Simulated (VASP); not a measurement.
Input of a VASP 6.6.1 run:

POSCAR

```
SiO2
1.0
    3.5384755642      0.0000000000      0.0000000000
    0.0000000000      3.5384755642      0.0000000000
    0.0000000000      0.0000000000      2.3147622307
Si O
2 4
Direct
    0.0000000000      0.0000000000      0.0000000000
    0.5000000000      0.5000000000      0.5000000000
    0.2981708293      0.2981708293      0.0000000000
    0.7018291707      0.7018291707      0.0000000000
    0.7981708293      0.2018291707      0.5000000000
    0.2018291707      0.7981708293      0.5000000000
```

Contents of INCAR.step1:

```
SYSTEM = SiO2
ALGO = Normal ; EDIFF = 1E-4
ENCUT = 520 ; GGA = PE
ISMEAR = -1 ; LASPH = .TRUE.
LCHARG = .FALSE. ; LREAL = .FALSE.
LWAVE = .TRUE. ; NBANDS = 25
NELM = 80 ; PREC = Accurate
SIGMA = 0.08
```

The input INCAR.step2:

```
SYSTEM = SiO2
ALGO = Normal ; EDIFF = 1E-6
ENCUT = 520 ; ISIF = 2
ISMEAR = -1 ; ISTART = 1
LASPH = .TRUE. ; LCHARG = .TRUE.
LELF = .TRUE. ; LMIXTAU = .TRUE.
LREAL = .FALSE. ; LVHAR = .TRUE.
LWAVE = .FALSE. ; METAGGA = R2SCAN
NBANDS = 25 ; NELM = 80
PREC = Accurate ; SIGMA = 0.08
```

The input KPOINTS:

```
k-points
0
G
  8 8 11
  0 0 0
```

Potentials or basis: VASP PAW PBE potentials, release 64 (Si, O).

Launch:

```console
$ cat potpaw_PBE.64/Si/POTCAR potpaw_PBE.64/O/POTCAR > POTCAR
$ cp INCAR.step1 INCAR
$ mpirun -np 1 vasp_std > vasp.out
$ cp INCAR.step2 INCAR
$ mpirun -np 1 vasp_std > vasp.out
```

(1) Predict the pressure.

(2) Estimate the largest force.

Answers

(1) 407.2 GPa.

(2) 0.075 eV/Å.

Caveat: the PAW data sets were made with another functional, which shifts forces and pressure a little.
